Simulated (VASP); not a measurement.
A run of VASP 6.6.1:

File INCAR:

```
SYSTEM = FeO
  PREC = Accurate
  ENCUT = 520
  EDIFF = 1E-7
  ISMEAR = -1
  SIGMA = 0.05
  LREAL = .False.
  LASPH = .True.
  NELM = 150
  ALGO = Normal
  ISIF = 2
  LWAVE = .False.
  LCHARG = .True.
  ISPIN = 2
  MAGMOM = 3 0
  LORBIT = 11
  LMAXMIX = 4
  GGA = PS
  LELF = .True.
  LVHAR = .True.
  NBANDS = 18
```

The input KPOINTS:

```
regular mesh
0
Gamma
  11 11 11
  0 0 0
```

The input POSCAR:

```
FeO
1.0
    0.0000000000      2.0323964974      2.0323964974
    2.0323964974      0.0000000000      2.0323964974
    2.0323964974      2.0323964974      0.0000000000
Fe O
1 1
Direct
    0.0000000000      0.0000000000      0.0000000000
    0.5000000000      0.5000000000      0.5000000000
```

Potentials or basis: VASP PAW PBE potentials, release 64 (Fe, O).

Launch:

```console
$ cat potpaw_PBE.64/Fe/POTCAR potpaw_PBE.64/O/POTCAR > POTCAR
$ mpirun -np 1 vasp_std > vasp.out
```

Hardware: 1 thread of AMD EPYC 7R13, with other jobs on the host.

Problem. Estimate the wall time of this run.

Solution. It took 2.3 min on 1 thread of AMD EPYC 7R13, with other jobs on the host, peak memory 0.13 GiB. Counts: scf iterations 16, k points 56.
